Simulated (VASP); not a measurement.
Runs of VASP 6.6.1 on RbCl. The structure is that of space group Fm-3m (No. 225), or close to it. The cells are those of the table. 

```csv
task,cell,gap on the mesh (eV),pressure (GPa)
single point,"a = 4.736 Å, angles 60.0°, 2 atoms",4.83,0.0
single point,"a = 4.630 Å, angles 60.0°, 2 atoms",5.05,1.2
relaxation of cell and atoms,"relaxed from a = 4.630 Å, angles 60.0°, 2 atoms",4.83,0.0
single point,"a = 4.783 Å, angles 60.0°, 2 atoms",(a),-0.4
single point,"a = 4.829 Å, angles 60.0°, 2 atoms",4.66,-0.7
single point,"a = 4.889 Å, angles 60.0°, 2 atoms",4.56,(b)
```

Alike in all rows: level PBE; potentials or basis VASP PAW PBE potentials, release 64 (Rb_sv, Cl); no spin polarisation; k mesh 6 × 6 × 6; cutoff (eV) 500; smearing gaussian 0.02 eV.

Estimate the missing entries.

(a) 4.74; (b) -1.1.

A k mesh can miss the band edges, and the runs leave out spin-orbit coupling on Rb.
